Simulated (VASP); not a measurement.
Crystal: BaF2 (Frankdicksonite).

```xyz
3
Lattice="0.0000 3.0972 3.0972 3.0972 0.0000 3.0972 3.0972 3.0972 0.0000" Properties=species:S:1:pos:R:3 pbc="T T T"
Ba    0.0000    0.0000    0.0000
F     1.5486    1.5486    1.5486
F     4.6457    4.6457    4.6457
```

Base run:

```yaml
Program: VASP 6.6.1
Functional: r2SCAN
Potentials_or_basis: VASP PAW PBE potentials, release 64 (Ba_sv, F)
Cutoff: 660 eV
k_mesh: 6 × 6 × 6
Occupations: gaussian, width 0.01 eV
Spin: no spin polarisation
```

Its results: band gap on the k mesh 7.36 eV, indirect (least direct gap 7.43 eV); pressure 0.9 GPa.

**Question.** The run is repeated on the same cell with these changes: functional from r2SCAN to PBE; cutoff from 660 eV to 600 eV. What comes out?

**Answer.** Band gap on the k mesh 6.79 eV, indirect (least direct gap 6.86 eV); pressure 2.5 GPa.

r2SCAN gives the wider gap, since meta-GGAs in the generalised Kohn-Sham scheme recover part of the derivative discontinuity.

Caveats: spin-orbit coupling is left out, which moves the levels of the heavy elements; the PAW data sets were made with another functional, which shifts forces and pressure a little (some runs).

A k mesh can miss the band edges.
